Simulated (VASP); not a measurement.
Input of a VASP 6.6.1 run:

File POSCAR:

```
GaP
1.0
    0.0000000000      2.7252500000      2.9977750000
    2.7252500000      0.0000000000      2.9977750000
    2.7252500000      2.7252500000      0.0000000000
Ga P
1 1
Direct
    0.0000000000      0.0000000000      0.0000000000
    0.7500000000      0.7500000000      0.7500000000
```

INCAR.step1

```
SYSTEM = GaP
ALGO = Normal
EDIFF = 1E-4
ENCUT = 520
GGA = PE
ISMEAR = 0
LASPH = .TRUE.
LCHARG = .FALSE.
LREAL = .FALSE.
LWAVE = .TRUE.
NBANDS = 16
NELM = 100
PREC = Accurate
SIGMA = 0.05
```

Contents of INCAR.step2:

```
SYSTEM = GaP
ALGO = Normal
EDIFF = 1E-6
ENCUT = 520
ISIF = 2
ISMEAR = 0
ISTART = 1
LASPH = .TRUE.
LCHARG = .FALSE.
LMIXTAU = .TRUE.
LREAL = .FALSE.
LWAVE = .FALSE.
METAGGA = R2SCAN
NBANDS = 16
NELM = 100
PREC = Accurate
SIGMA = 0.05
```

File KPOINTS:

```
k-points
0
G
  8 8 8
  0 0 0
```

Potentials or basis: VASP PAW PBE potentials, release 64 (Ga_d, P).

Launch:

```bash
$ cat potpaw_PBE.64/Ga_d/POTCAR potpaw_PBE.64/P/POTCAR > POTCAR
$ cp INCAR.step1 INCAR
$ mpirun -np 1 vasp_std > vasp.out
$ cp INCAR.step2 INCAR
$ mpirun -np 1 vasp_std > vasp.out
```

Question: Predict the pressure.

Answer: -6.8 GPa.

Question: What does it give for the band gap on the k mesh?

Answer: 1.23 eV, direct.

Stress tensor (GPa, compression positive):
```
 -3.95   0.00   0.00
  0.00  -3.95   0.00
  0.00   0.00 -12.57
```

Caveat: the cell differs from its parent crystal (strain +0.1000 x Voigt [0, 0, 1, 0, 0, 0]); the PAW data sets were made with another functional, which shifts forces and pressure a little. A k mesh can miss the band edges.
